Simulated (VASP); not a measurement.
Input of a VASP 6.6.1 run:

File INCAR:

```
PREC = Accurate
ENCUT = 500
EDIFF = 1E-6
ISMEAR = 0
SIGMA = 0.01
LREAL = False
LASPH = True
NELM = 120
ALGO = Normal
ISIF = 2
LWAVE = False
LCHARG = False
GGA = PE
NBANDS = 16
GGA_COMPAT = False
```

File KPOINTS:

```
Automatic mesh
0
Gamma
  10 10 10
```

File POSCAR:

```
GaAs
1.0
    0.0000000000      2.8729623547      2.8729623547
    2.8729623547      0.0000000000      2.8729623547
    2.8729623547      2.8729623547      0.0000000000
Ga As
1 1
Direct
    0.0000000000      0.0000000000      0.0000000000
    0.2500000000      0.2500000000      0.2500000000
```

Potentials or basis: VASP PAW PBE potentials, release 64 (Ga_d, As).

The run is started by

```sh
$ cat potpaw_PBE.64/Ga_d/POTCAR potpaw_PBE.64/As/POTCAR > POTCAR
$ mpirun -np 1 vasp_std > vasp.out
```

Predict the pressure.

0.1 GPa.

Estimate the band gap on the k mesh.

0.16 eV.

Caveat: semilocal functionals underestimate gaps, and a narrow one can read as zero.
